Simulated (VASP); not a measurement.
# TePb (F-43m) in VASP: settings compared

TePb is run at these levels: PBE, r2SCAN; tasks: single point.

Program: VASP 6.6.1. These are calculated values, not measurements. Logs are shortened: lines on timing, memory, paths and dates and some standing lists are left out, and cuts for length are marked.

**1. The cell of the first run**

Symmetry: F-43m, No. 216, cubic system. Conventional cell: a = 7.331 Å, b = 7.331 Å, c = 7.331 Å, α = 90.00°, β = 90.00°, γ = 90.00°. Pb (site symmetry -43m) has 4 Te at 3.17 Å within 4.2 Å. Te (site symmetry -43m) has 4 Pb at 3.17 Å within 4.2 Å.

**2. Single point, PBE**

The input, INCAR:

```
SYSTEM = TePb
PREC = Accurate
ENCUT = 520
EDIFF = 1E-6
ISMEAR = 0
SIGMA = 0.01
LREAL = .False.
LASPH = .True.
NELM = 80
ALGO = Normal
ISIF = 2
LWAVE = .False.
LCHARG = .False.
GGA = PE
NBANDS = 17
```

The input, KPOINTS:

```
regular mesh
0
Gamma
  6 6 6
  0 0 0
```

The input, POSCAR:

```
TePb
1.0
    0.0000000000      3.6654227701      3.6654227701
    3.6654227701      0.0000000000      3.6654227701
    3.6654227701      3.6654227701      0.0000000000
Pb Te
1 1
Direct
    0.0000000000      0.0000000000      0.0000000000
    0.2500000000      0.2500000000      0.2500000000
```

Potentials or basis: VASP PAW PBE potentials, release 64 (Pb_d, Te).

Launch:

```sh
$ cat potpaw_PBE.64/Pb_d/POTCAR potpaw_PBE.64/Te/POTCAR > POTCAR
$ mpirun -np 1 vasp_std > vasp.out
```

OUTCAR:

```text
SYSTEM = TePb
   PREC = Accurate
   ENCUT = 520
   EDIFF = 1E-6
   ISMEAR = 0
   LREAL = .False.
   LASPH = .True.
   NELM = 80
   ISIF = 2
   GGA = PE

 ion  position               nearest neighbor table
   1  0.000  0.000  0.000-   2 3.17   2 3.17   2 3.17   2 3.17
   2  0.250  0.250  0.250-   1 3.17   1 3.17   1 3.17   1 3.17

  LATTYP: Found a face centered cubic cell.
 ALAT       =     7.3308455402

  Lattice vectors:

 A1 = (   0.0000000000,   3.6654227701,   3.6654227701)
 A2 = (   3.6654227701,   0.0000000000,   3.6654227701)
 A3 = (   3.6654227701,   3.6654227701,   0.0000000000)

Analysis of symmetry for initial positions (statically):
=====================================================================
 Subroutine PRICEL returns:
 Original cell was already a primitive cell.

 Routine SETGRP: Setting up the symmetry group for a
 face centered cubic supercell.

 Subroutine GETGRP returns: Found 24 space group operations
 (whereof 24 operations were pure point group operations)
 out of a pool of 48 trial point group operations.

The static configuration has the point symmetry T_d .

Analysis of symmetry for dynamics (positions and initial velocities):
=====================================================================
 Subroutine PRICEL returns:
 Original cell was already a primitive cell.

 Routine SETGRP: Setting up the symmetry group for a
 face centered cubic supercell.

 Subroutine GETGRP returns: Found 24 space group operations
 (whereof 24 operations were pure point group operations)
 out of a pool of 48 trial point group operations.

The dynamic configuration has the point symmetry T_d .

 Subroutine INISYM returns: Found 24 space group operations
 (whereof 24 operations are pure point group operations),
 and found     1 'primitive' translations

----------------------------------------------------------------------------------------

                                     Primitive cell

  volume of cell :      98.4923

  direct lattice vectors                    reciprocal lattice vectors
     0.000000000  3.665422770  3.665422770    -0.136409913  0.136409913  0.136409913
     3.665422770  0.000000000  3.665422770     0.136409913 -0.136409913  0.136409913
     3.665422770  3.665422770  0.000000000     0.136409913  0.136409913 -0.136409913

  length of vectors
     5.183690593  5.183690593  5.183690593     0.236268899  0.236268899  0.236268899

[... 70 lines left out ...]
   NELM   =     80;   NELMIN=  2; NELMDL= -5     # of ELM steps
   EDIFF  = 0.1E-05   stopping-criterion for ELM
   LREAL  =      F    real-space projection
   EDIFFG = 0.1E-04   stopping-criterion for IOM
   NSW    =      0    number of steps for IOM
   IBRION =     -1    ionic relax: 0-MD 1-quasi-New 2-CG
   NFREE  =      0    steps in history (QN), initial steepest desc. (CG)
   ISIF   =      2    stress and relaxation
   ISYM   =      2    0-nonsym 1-usesym 2-fastsym
   POTIM  = 0.5000    time-step for ionic-motion
   TEBEG  =    0.0;   TEEND  =   0.0 temperature during run
   PSTRESS=    0.0 pullay stress
   NELECT =      20.0000    total number of electrons
   NUPDOWN=      -1.0000    fix difference up-down
   EMIN   =  10.00;   EMAX   =-10.00  energy-range for DOS
   EFERMI =   0.00;   METHOD = LEGACY
   ISMEAR =     0;   SIGMA  =   0.01  broadening in eV -4-tet -1-fermi 0-gaus
   EFERMI_NEDOS =   21; number of points for ismear=-14 and -15
   IALGO  =     38    algorithm
   IMIX   =      4    mixing-type and parameters
     AMIX     =   0.40;   BMIX     =  1.00
     AMIX_MAG =   1.60;   BMIX_MAG =  1.00
  volume/ion in A,a.u.               =      49.25       332.33
  Fermi-wavevector in a.u.,A,eV,Ry     =   0.962242  1.818373 12.597753  0.925909
  Thomas-Fermi vector in A             =   2.091683
   LORBIT       =      0    0 simple, 1 ext, 2 COOP (PROOUT), +10 PAW based schemes
   GGA     = PE    functional components
   LHFCALC =     F    Hartree Fock is set to
   AEXX    =    0.0000 exact exchange contribution
   IVDW    =     0    specifies the selected vdW correction
   LEPSILON=     F    determine dielectric tensor
   LRPA    =     F    only Hartree local field effects (RPA)
 non-spin polarized calculation
 Gauss-broadening in eV      SIGMA  =   0.01
  energy-cutoff  :      520.00
  volume of cell :       98.49
 maximum number of plane-waves:      2685
 NGX is ok and might be reduce to    40
   NGX = 19   NGY = 19   NGZ = 19

 number of electron      19.9999997 magnetization

 Free energy of the ion-electron system (eV)
  ---------------------------------------------------
  ext. energy  EPLUGINS =         0.00000000
  ---------------------------------------------------
  free energy    TOTEN  =        -7.14634752 eV

  energy without entropy =       -7.14634752  energy(sigma->0) =       -7.14634752

 E-fermi :   2.5288     XC(G=0):  -7.3676

 val. band max:        2.4761585440   @ k =  -0.3333   0.5000   0.1667
 cond. band min:       3.2511088780   @ k =   0.5000   0.5000   0.0000
 fundamental gap:      0.7749503340
 Fermi energy:         2.5287525904

 k-point     1 :       0.0000    0.0000    0.0000
  band No.  band energies     occupation
      1     -14.3106      2.00000
      2     -14.3106      2.00000
      3     -14.3106      2.00000
      4     -14.2897      2.00000
      5     -14.2897      2.00000
      6      -8.6485      2.00000
[... 297 lines left out ...]
      4     -14.2913      2.00000
      5     -14.2879      2.00000
      6      -7.6204      2.00000
[... 9 lines left out ...]
     16      10.8006      0.00000
     17      11.0257      0.00000

------------------------ aborting loop because EDIFF is reached ----------------------------------------

  FORCE on cell =-STRESS in cart. coord.  units (eV):
  Direction    XX          YY          ZZ          XY          YZ          ZX
  --------------------------------------------------------------------------------------
  -------------------------------------------------------------------------------------
  Total        0.0108136      0.0108136      0.0108136      0.0000000      0.0000000     -0.0000000
  in kB        0.1759049      0.1759049      0.1759049      0.0000000      0.0000000     -0.0000000
  external PRESSURE =       0.1759049 kB  Pullay stress =       0.0000000 kB

 VOLUME and BASIS-vectors are now :
 -----------------------------------------------------------------------------
  energy-cutoff  :      520.00
  volume of cell :       98.49
      direct lattice vectors                 reciprocal lattice vectors
     0.000000000  3.665422770  3.665422770    -0.136409913  0.136409913  0.136409913
     3.665422770  0.000000000  3.665422770     0.136409913 -0.136409913  0.136409913
     3.665422770  3.665422770  0.000000000     0.136409913  0.136409913 -0.136409913

 POSITION                                       TOTAL-FORCE (eV/Angst)
 -----------------------------------------------------------------------------------
      0.00000      0.00000      0.00000        -0.000000     -0.000000      0.000000
      1.83271      1.83271      1.83271         0.000000      0.000000     -0.000000
 -----------------------------------------------------------------------------------
    total drift:                                0.000000      0.000000      0.000000

  FREE ENERGIE OF THE ION-ELECTRON SYSTEM (eV)
  ---------------------------------------------------
  free  energy   TOTEN  =        -7.1463475169 eV

  energy  without entropy=       -7.1463475169  energy(sigma->0) =       -7.14634752
```

OSZICAR:

```text
N       E                     dE             d eps       ncg     rms          rms(c)
DAV:   1     0.152366354270E+03    0.15237E+03   -0.86088E+03   544   0.103E+03
DAV:   2     0.406577654357E+01   -0.14830E+03   -0.14423E+03   596   0.272E+02
DAV:   3    -0.702937673570E+01   -0.11095E+02   -0.11054E+02   688   0.836E+01
DAV:   4    -0.735742297754E+01   -0.32805E+00   -0.32792E+00   664   0.186E+01
DAV:   5    -0.737156089779E+01   -0.14138E-01   -0.14138E-01   747   0.328E+00    0.324E+00
DAV:   6    -0.714622252119E+01    0.22534E+00   -0.55921E-01   763   0.387E+00    0.200E+00
DAV:   7    -0.714125923906E+01    0.49633E-02   -0.12410E-01   580   0.136E+00    0.996E-01
DAV:   8    -0.714548817413E+01   -0.42289E-02   -0.14446E-02   602   0.102E+00    0.192E-01
DAV:   9    -0.714580563417E+01   -0.31746E-03   -0.35707E-03   599   0.421E-01    0.633E-02
DAV:  10    -0.714620460879E+01   -0.39897E-03   -0.74722E-04   589   0.144E-01    0.417E-02
DAV:  11    -0.714634123622E+01   -0.13663E-03   -0.21294E-04   576   0.639E-02    0.244E-02
DAV:  12    -0.714634537214E+01   -0.41359E-05   -0.79164E-06   769   0.266E-02    0.124E-02
DAV:  13    -0.714634730755E+01   -0.19354E-05   -0.31727E-06   550   0.763E-03    0.539E-03
DAV:  14    -0.714634751694E+01   -0.20940E-06   -0.20720E-07   528   0.366E-03
   1 F= -.71463475E+01 E0= -.71463475E+01  d E =-.304079E-15
```

stdout:

```text
POSCAR found type information on POSCAR PbTe
 POSCAR found :  2 types and       2 ions
 scaLAPACK will be used
 LDA part: xc-table for (Slater+PW92), standard interpolation
 POSCAR, INCAR and KPOINTS ok, starting setup
 FFT: planning ... GRIDC
 FFT: planning ... GRID_SOFT
 FFT: planning ... GRID
 WAVECAR not read
 entering main loop
```

It took 33 s on 1 thread of Intel Xeon Platinum 8488C (Sapphire Rapids), shared host; peak memory 0.25 GiB.

Results:

* Free energy: -7.1463 eV
* Pressure: 0.0 GPa
* Band gap on the k mesh: 0.77 eV (least direct gap 1.20 eV)

Levels at points of the mesh, in eV from the valence-band top:
| k point | band 8 | band 9 | band 10 | band 11 | band 12 | band 13 |
| --- | --- | --- | --- | --- | --- | --- |
| (0.00, 0.00, 0.00) | -1.26 | -1.26 | -1.26 | 1.69 | 1.69 | 1.69 |
| (0.50, 0.00, 0.00) | -1.80 | -1.80 | -1.74 | 2.49 | 2.49 | 3.80 |
| (0.50, 0.50, 0.00) | -2.45 | -2.45 | -0.43 | 0.77 | 4.47 | 4.47 |

Caveat: spin-orbit coupling is left out, which moves the levels of the heavy elements.

**3. Single point, PBE (50.72 Å³/atom)**

This run uses another cell than the first one, of 50.72 Å³/atom.

The input, INCAR:

```
  PREC = Accurate
  ENCUT = 520
  EDIFF = 1E-6
  ISMEAR = 0
  SIGMA = 0.01
  LREAL = False
  LASPH = True
  NELM = 100
  ALGO = Normal
  ISIF = 2
  LWAVE = False
  LCHARG = False
  GGA = PE
  NBANDS = 17
```

The input, KPOINTS:

```
regular mesh
0
Gamma
  6 6 6
```

The input, POSCAR:

```
TePb
1.0
    0.0000000000      3.7017164450      3.7017164450
    3.7017164450      0.0000000000      3.7017164450
    3.7017164450      3.7017164450      0.0000000000
Pb Te
1 1
Direct
    0.0000000000      0.0000000000      0.0000000000
    0.2500000000      0.2500000000      0.2500000000
```

Potentials or basis: VASP PAW PBE potentials, release 64 (Pb_d, Te).

Launch:

```sh
$ cat potpaw_PBE.64/Pb_d/POTCAR potpaw_PBE.64/Te/POTCAR > POTCAR
$ mpirun -np 1 vasp_std > vasp.out
```

Run time: 35 s. Hardware: 1 thread of Intel Xeon Platinum 8488C (Sapphire Rapids), shared host; peak memory 0.25 GiB.

It converged, with:

- Free energy: -7.1407 eV
- Pressure: -0.7 GPa
- Band gap on the k mesh: 0.82 eV (least direct gap 1.22 eV)

Levels at points of the mesh, in eV from the valence-band top:
| k point | band 7 | band 8 | band 9 | band 10 | band 11 | band 12 | band 13 | band 14 |
| --- | --- | --- | --- | --- | --- | --- | --- | --- |
| (0.00, 0.00, 0.00) | -6.21 | -1.19 | -1.19 | -1.19 | 1.71 | 1.71 | 1.71 | 4.29 |
| (0.50, 0.00, 0.00) | -7.63 | -1.71 | -1.71 | -1.67 | 2.49 | 2.49 | 3.70 | 6.00 |
| (0.50, 0.50, 0.00) | -8.08 | -2.33 | -2.33 | -0.40 | 0.82 | 4.37 | 4.37 | 5.78 |

Caveat: spin-orbit coupling is left out, which moves the levels of the heavy elements. A k mesh can miss the band edges.

(Continued in part 2 of 2.)
